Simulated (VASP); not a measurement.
KF, 2 atoms in the cell. The structure is orthorhombic, space group Fmmm (No. 69). The conventional cell has a = 4.776 Å, b = 5.163 Å, c = 5.254 Å, α = 90.00°, β = 90.00°, γ = 90.00°. Within 3.2 Å of K (site symmetry mmm) lie 6 F at 2.39 to 2.63 Å. F (site symmetry mmm) has 6 K at 2.39 to 2.63 Å within 3.2 Å.  This cell differs from its parent crystal: normal strain along x +0.0175, normal strain along z -0.0750.

```yaml
Program: VASP 6.6.1
Task: single point
Functional: LDA
Potentials_or_basis: VASP PAW LDA potentials, release 64 (K_sv, F)
Cutoff: 520 eV
k_mesh: 8 × 8 × 8
Occupations: gaussian, width 0.05 eV
Spin: no spin polarisation
Dipole_correction: no
Further_INCAR_settings: ALGO = Normal; EDIFF = 1e-07; NBANDS = 15
```

Potentials or basis: VASP PAW LDA potentials, release 64 (K_sv, F).

The run is started by

```bash
$ cat potpaw_LDA.64/K_sv/POTCAR potpaw_LDA.64/F/POTCAR > POTCAR
$ mpirun -np 1 vasp_std > vasp.out
```

Hardware: 1 thread of Intel(R) Xeon(R) 6975P-C (Granite Rapids), with other jobs on the host.

Task: Estimate the wall time of this run.

Result: Run time: 18 s on 1 thread of Intel(R) Xeon(R) 6975P-C (Granite Rapids) (shared host), peak memory 0.17 GiB. Counts: scf iterations 13, k points 95.
